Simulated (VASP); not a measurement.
# LiH3 (P6/mmm) in VASP: a series of runs, part 3 of 3

VASP 6.6.1. The steps go on from the part before.

**6. Relaxation of cell and atoms, PBE**

This run uses another cell than the first one, of 35.72 Å³/atom.

File INCAR:

```
SYSTEM = LiH3
  ALGO = Normal
  EDIFF = 1E-6
  EDIFFG = -0.01
  ENCUT = 600
  GGA = PE
  IBRION = 2
  ISIF = 3
  ISMEAR = 0
  LASPH = .True.
  LCHARG = .False.
  LREAL = .False.
  LWAVE = .False.
  NELM = 60
  NSW = 100
  PREC = Accurate
  SIGMA = 0.02
```

File KPOINTS:

```
k-points
0
Gamma
  6 6 4
  0 0 0
```

File POSCAR:

```
LiH3
1.0
    5.5118543838      0.0000000000      0.0000000000
   -2.7559271919      4.7734059184      0.0000000000
    0.0000000000      0.0000000000      5.4311893812
Li H
1 3
Direct
    0.0000000000      0.0000000000      0.5000000000
    0.0000000000      0.0000000000      0.8141067875
    0.0000000000      0.0000000000      0.1858932125
    0.0000000000      0.0000000000      0.0000000000
```

Potentials or basis: VASP PAW PBE potentials, release 64 (Li_sv, H).

Launch:

```console
$ cat potpaw_PBE.64/Li_sv/POTCAR potpaw_PBE.64/H/POTCAR > POTCAR
$ mpirun -np 1 vasp_std > vasp.out
```

OUTCAR:

```text
SYSTEM = LiH3
   EDIFF = 1E-6
   EDIFFG = -0.01
   ENCUT = 600
   GGA = PE
   IBRION = 2
   ISIF = 3
   ISMEAR = 0
   LASPH = .True.
   LREAL = .False.
   NELM = 60
   NSW = 100
   PREC = Accurate

 ion  position               nearest neighbor table
   1  0.000  0.000  0.500-   2 1.71   3 1.71
   2  0.000  0.000  0.814-   1 1.71
   3  0.000  0.000  0.186-   1 1.71
   4  0.000  0.000  0.000-

  LATTYP: Found a hexagonal cell.
 ALAT       =     5.5118543838
 C/A-ratio  =     0.9853651789

  Lattice vectors:

 A1 = (   5.5118543838,   0.0000000000,   0.0000000000)
 A2 = (  -2.7559271919,   4.7734059184,   0.0000000000)
 A3 = (   0.0000000000,   0.0000000000,   5.4311893812)

Analysis of symmetry for initial positions (statically):
=====================================================================
 Subroutine PRICEL returns:
 Original cell was already a primitive cell.

 Routine SETGRP: Setting up the symmetry group for a
 hexagonal supercell.

 Subroutine GETGRP returns: Found 24 space group operations
 (whereof 24 operations were pure point group operations)
 out of a pool of 24 trial point group operations.

The static configuration has the point symmetry D_6h.

Analysis of symmetry for dynamics (positions and initial velocities):
=====================================================================
 Subroutine PRICEL returns:
 Original cell was already a primitive cell.

 Routine SETGRP: Setting up the symmetry group for a
 hexagonal supercell.

 Subroutine GETGRP returns: Found 24 space group operations
 (whereof 24 operations were pure point group operations)
 out of a pool of 24 trial point group operations.

The dynamic configuration has the point symmetry D_6h.

 Subroutine INISYM returns: Found 24 space group operations
 (whereof 24 operations are pure point group operations),
 and found     1 'primitive' translations

----------------------------------------------------------------------------------------

                                     Primitive cell

  volume of cell :     142.8963

  direct lattice vectors                    reciprocal lattice vectors
     5.511854384  0.000000000  0.000000000     0.181427144  0.104747011  0.000000000
    -2.755927192  4.773405918  0.000000000     0.000000000  0.209494021  0.000000000
     0.000000000  0.000000000  5.431189381     0.000000000  0.000000000  0.184121733

  length of vectors
     5.511854384  5.511854384  5.431189381     0.209494021  0.209494021  0.184121733

  position of ions in fractional coordinates (direct lattice)
     0.000000000  0.000000000  0.500000000
     0.000000000  0.000000000  0.814106788
     0.000000000  0.000000000  0.185893212
     0.000000000  0.000000000  0.000000000

  ion indices of the primitive-cell ions
[... 111 lines left out ...]
   NGX = 21   NGY = 21   NGZ = 21

--------------------------------------- Ionic step        1  -------------------------------------------

 number of electron       6.0000003 magnetization

 Free energy of the ion-electron system (eV)
  ---------------------------------------------------
  ext. energy  EPLUGINS =         0.00000000
  ---------------------------------------------------
  free energy    TOTEN  =       -11.08978816 eV

  energy without entropy =      -11.08978816  energy(sigma->0) =      -11.08978816

------------------------ aborting loop because EDIFF is reached ----------------------------------------

  FORCE on cell =-STRESS in cart. coord.  units (eV):
  Direction    XX          YY          ZZ          XY          YZ          ZX
  --------------------------------------------------------------------------------------
  -------------------------------------------------------------------------------------
  Total        0.0046667      0.0046667     -0.0378624      0.0000000     -0.0000000      0.0000000
  in kB        0.0523239      0.0523239     -0.4245200      0.0000000     -0.0000000      0.0000000
  external PRESSURE =      -0.1066241 kB  Pullay stress =       0.0000000 kB

 VOLUME and BASIS-vectors are now :
 -----------------------------------------------------------------------------
  energy-cutoff  :      600.00
  volume of cell :      142.90
      direct lattice vectors                 reciprocal lattice vectors
     5.511854384  0.000000000  0.000000000     0.181427144  0.104747011  0.000000000
    -2.755927192  4.773405918  0.000000000     0.000000000  0.209494021  0.000000000
     0.000000000  0.000000000  5.431189381     0.000000000  0.000000000  0.184121733

 POSITION                                       TOTAL-FORCE (eV/Angst)
 -----------------------------------------------------------------------------------
      0.00000      0.00000      2.71559         0.000000      0.000000      0.000000
      0.00000      0.00000      4.42157        -0.000000      0.000000      0.020520
      0.00000      0.00000      1.00962         0.000000     -0.000000     -0.020520
      0.00000      0.00000      0.00000         0.000000      0.000000      0.000000
 -----------------------------------------------------------------------------------
    total drift:                                0.000000      0.000000      0.000000

  FREE ENERGIE OF THE ION-ELECTRON SYSTEM (eV)
  ---------------------------------------------------
  free  energy   TOTEN  =       -11.0897881563 eV

  energy  without entropy=      -11.0897881563  energy(sigma->0) =      -11.08978816

--------------------------------------- Ionic step        2  -------------------------------------------

 number of electron       6.0000003 magnetization

 Free energy of the ion-electron system (eV)
  ---------------------------------------------------
  ext. energy  EPLUGINS =         0.00000000
  ---------------------------------------------------
  free energy    TOTEN  =       -11.08982197 eV

  energy without entropy =      -11.08982197  energy(sigma->0) =      -11.08982197

 E-fermi :  -3.9491     XC(G=0):  -3.3330

 val. band max:       -4.0977606959   @ k =   0.3333   0.3333   0.0000
 cond. band min:      -1.0335882681   @ k =   0.0000   0.0000   0.0000
 fundamental gap:      3.0641724278
 Fermi energy:        -3.9490703178

 k-point     1 :       0.0000    0.0000    0.0000
  band No.  band energies     occupation
      1     -49.4029      2.00000
      2      -9.2998      2.00000
      3      -4.1513      2.00000
      4      -1.0336      0.00000
      5       1.9678      0.00000
      6       1.9679      0.00000
      7       2.8425      0.00000
[... 191 lines left out ...]
 k-point    21 :       0.3333    0.3333    0.5000
  band No.  band energies     occupation
      1     -49.4029      2.00000
      2      -9.3025      2.00000
      3      -4.1519      2.00000
      4       0.7076      0.00000
      5       0.7076      0.00000
      6       1.7588      0.00000
      7       1.7588      0.00000

------------------------ aborting loop because EDIFF is reached ----------------------------------------

  FORCE on cell =-STRESS in cart. coord.  units (eV):
  Direction    XX          YY          ZZ          XY          YZ          ZX
  --------------------------------------------------------------------------------------
  -------------------------------------------------------------------------------------
  Total        0.0002595      0.0002595     -0.0037920      0.0000000      0.0000000      0.0000000
  in kB        0.0029102      0.0029102     -0.0425313      0.0000000      0.0000000      0.0000000
  external PRESSURE =      -0.0122370 kB  Pullay stress =       0.0000000 kB

 VOLUME and BASIS-vectors are now :
 -----------------------------------------------------------------------------
  energy-cutoff  :      600.00
  volume of cell :      142.85
      direct lattice vectors                 reciprocal lattice vectors
     5.512164611  0.000000000  0.000000000     0.181416933  0.104741115  0.000000000
    -2.756082305  4.773674583 -0.000000000    -0.000000000  0.209482231  0.000000000
     0.000000000 -0.000000000  5.428709249    -0.000000000  0.000000000  0.184205850

 POSITION                                       TOTAL-FORCE (eV/Angst)
 -----------------------------------------------------------------------------------
      0.00000     -0.00000      2.71435         0.000000      0.000000     -0.000000
      5.51216      0.00000      4.42054        -0.000000     -0.000000      0.000835
      2.75608      4.77367      1.00817        -0.000000      0.000000     -0.000835
      0.00000      0.00000      0.00000         0.000000      0.000000     -0.000000
 -----------------------------------------------------------------------------------
    total drift:                                0.000000     -0.000000     -0.000000

  FREE ENERGIE OF THE ION-ELECTRON SYSTEM (eV)
  ---------------------------------------------------
  free  energy   TOTEN  =       -11.0898219706 eV

  energy  without entropy=      -11.0898219706  energy(sigma->0) =      -11.08982197

 reached required accuracy - stopping structural energy minimisation
```

OSZICAR:

```text
N       E                     dE             d eps       ncg     rms          rms(c)
DAV:   1     0.495037505103E+01    0.49504E+01   -0.23494E+03   294   0.633E+02
DAV:   2    -0.949591825669E+01   -0.14446E+02   -0.13952E+02   385   0.624E+01
DAV:   3    -0.121225787574E+02   -0.26267E+01   -0.26267E+01   448   0.401E+01
DAV:   4    -0.126553505025E+02   -0.53277E+00   -0.53277E+00   434   0.118E+01
DAV:   5    -0.126600097165E+02   -0.46592E-02   -0.46592E-02   406   0.181E+00    0.534E+00
DAV:   6    -0.115174117941E+02    0.11426E+01   -0.96295E-01   329   0.415E+00    0.271E+00
DAV:   7    -0.110475734592E+02    0.46984E+00   -0.18802E+00   434   0.557E+00    0.854E-01
DAV:   8    -0.110997913231E+02   -0.52218E-01   -0.15221E-01   350   0.206E+00    0.509E-01
DAV:   9    -0.110868058278E+02    0.12985E-01   -0.64794E-02   364   0.114E+00    0.110E-01
DAV:  10    -0.110897087028E+02   -0.29029E-02   -0.30103E-03   322   0.356E-01    0.726E-02
DAV:  11    -0.110897258012E+02   -0.17098E-04   -0.21021E-03   378   0.237E-01    0.188E-02
DAV:  12    -0.110897881228E+02   -0.62322E-04   -0.14791E-04   329   0.953E-02    0.818E-03
DAV:  13    -0.110897881563E+02   -0.33421E-07   -0.56888E-06   539   0.180E-02
   1 F= -.11089788E+02 E0= -.11089788E+02  d E =-.110898E+02
       N       E                     dE             d eps       ncg     rms          rms(c)
DAV:   1    -0.110898227047E+02   -0.34582E-04   -0.94611E-04   315   0.308E-01    0.141E-02
DAV:   2    -0.110898216049E+02    0.10997E-05   -0.23380E-05   455   0.430E-02    0.922E-03
DAV:   3    -0.110898219706E+02   -0.36568E-06   -0.69177E-06   378   0.123E-02
   2 F= -.11089822E+02 E0= -.11089822E+02  d E =-.338144E-04
```

It took 16 s on 1 thread of Intel Xeon 6975P-C (Granite Rapids), shared host; peak memory 0.31 GiB.

Results:

```yaml
Free_energy: -11.0898 eV
Relaxed_volume: 35.71 Å³/atom
Relaxed_cell: a = 5.512 Å, b = 5.512 Å, c = 5.429 Å, α = 90.00°, β = 90.00°, γ = 120.00°
Space_group_after_relaxing_to_0.1_Å: P6/mmm (No. 191)
Energy_gained_by_relaxing: 0.0 meV/atom
Ionic_steps: 2
Pressure_after_relaxing: 0.0 GPa
Band_gap_on_the_k_mesh: 3.06 eV (least direct gap 3.12 eV)
```

Final structure:
```xyz
4
Lattice="5.5122 0.0000 0.0000 -2.7561 4.7737 0.0000 0.0000 0.0000 5.4287" Properties=species:S:1:pos:R:3 pbc="T T T"
Li    0.0000    0.0000    2.7144
H     5.5122    0.0000    4.4205
H     2.7561    4.7737    1.0082
H     0.0000    0.0000    0.0000
```

Levels at points of the mesh, in eV from the valence-band top:
```csv
k point,band 1,band 2,band 3,band 4,band 5,band 6,band 7
"(0.00, 0.00, 0.00)",-45.31,-5.20,-0.05,3.06,6.07,6.07,6.94
"(0.50, 0.00, 0.00)",-45.31,-5.17,-0.01,3.49,4.41,5.44,7.09
"(0.00, 0.00, 0.50)",-45.30,-5.23,-0.25,5.07,5.49,6.70,6.70
"(0.50, 0.00, 0.50)",-45.31,-5.21,-0.08,4.33,5.34,6.14,6.58
```

Caveat: the cutoff is under 1.25 times the usual one of these potentials, so pressure, stress and relaxed cells hold a basis-set (Pulay) error.

**7. Overview**

```csv
task,cell,k mesh,cutoff (eV),smearing,gap on the mesh (eV),pressure (GPa),relaxed volume (Å³/atom),largest force (eV/Å)
relaxation of cell and atoms,"relaxed from a = 2.823, b = 2.823, c = 4.939 Å, angles 90.0, 90.0, 120.0°, 4 atoms, atomic positions A",6 × 6 × 4,600,gaussian 0.1 eV,1.35,0.0,13.63,-
single point,"a = 5.512, b = 5.512, c = 5.431 Å, angles 90.0, 90.0, 120.0°, 4 atoms, atomic positions B",6 × 6 × 4,520,gaussian 0.02 eV,3.07,-,-,0.02
single point,"a = 5.512, b = 5.512, c = 5.431 Å, angles 90.0, 90.0, 120.0°, 4 atoms, atomic positions B",6 × 6 × 6,520,gaussian 0.02 eV,3.07,-,-,0.02
relaxation of cell and atoms,"relaxed from a = 4.157, b = 4.157, c = 5.389 Å, angles 90.0, 90.0, 120.0°, 4 atoms, atomic positions B",6 × 6 × 6,600,gaussian 0.02 eV,2.76,0.0,25.02,-
relaxation of cell and atoms,"relaxed from a = 5.512, b = 5.512, c = 5.431 Å, angles 90.0, 90.0, 120.0°, 4 atoms, atomic positions B",6 × 6 × 4,600,gaussian 0.02 eV,3.06,0.0,35.71,-
```

Alike in all rows: level PBE; potentials or basis VASP PAW PBE potentials, release 64 (Li_sv, H); no spin polarisation.

Caveats: some runs use coarse meshes; the cutoff is under 1.25 times the usual one of these potentials, so pressure, stress and relaxed cells hold a basis-set (Pulay) error; the volume moved by over 15 % at a fixed basis, so the end points are rough (at least some runs).

Total energies depend on the potentials used, so only differences within one code and one set of settings carry meaning.
